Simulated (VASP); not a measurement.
Here is a VASP 6.6.1 calculation.

Contents of INCAR:

```
SYSTEM = YB3N4
PREC     = Accurate       ! precision mode
ENCUT    = 520            ! plane-wave cutoff, eV
EDIFF    = 1E-7           ! SCF threshold, eV
ISMEAR   = -1             ! smearing method
SIGMA    = 0.02           ! smearing width, eV
LREAL    = .FALSE.        ! projectors in reciprocal space
LASPH    = .TRUE.         ! aspherical terms in the spheres
NELM     = 80             ! most SCF steps
ALGO     = Normal         ! electronic algorithm
ISIF     = 2              ! what is computed and relaxed
LWAVE    = .FALSE.        ! write WAVECAR
LCHARG   = .FALSE.        ! write CHGCAR
GGA      = PE             ! functional
NBANDS   = 30             ! bands
```

The input KPOINTS:

```
regular mesh
0
G
  12 12 4
  0 0 0
```

The input POSCAR:

```
YB3N4
1.0
    2.7787805376      0.0000000000      0.0000000000
   -1.3893902688      2.4064945371      0.0000000000
    0.0000000000      0.0000000000      9.7696684450
B Y N
3 1 4
Direct
    0.3333333333      0.6666666667      0.0411040624
    0.3333333333      0.6666666667      0.4687435509
    0.6666666667      0.3333333333      0.2553585460
    0.6666666667      0.3333333333      0.7541964111
    0.3333333333      0.6666666667      0.2025456667
    0.3333333333      0.6666666667      0.6227463366
    0.6666666667      0.3333333333      0.4156455335
    0.6666666667      0.3333333333      0.9896598929
```

Potentials or basis: VASP PAW PBE potentials, release 64 (B, Y_sv, N).

Launch:

```sh
$ cat potpaw_PBE.64/B/POTCAR potpaw_PBE.64/Y_sv/POTCAR potpaw_PBE.64/N/POTCAR > POTCAR
$ mpirun -np 1 vasp_std > vasp.out
```

Estimate the band gap on the k mesh.

0.42 eV (least direct gap 1.34 eV).

What does it give for the pressure?

3.1 GPa.

What does it give for the largest force?

0.266 eV/Å.

Forces in eV/Å, atoms in the order of the input:
```
B    0.000  0.000 -0.211
B    0.000  0.000 -0.102
B    0.000  0.000 -0.142
Y    0.000  0.000  0.266
N    0.000  0.000  0.150
N    0.000  0.000 -0.180
N    0.000  0.000  0.116
N    0.000  0.000  0.102
```

Caveat: the cell stands under pressure. A k mesh can miss the band edges.
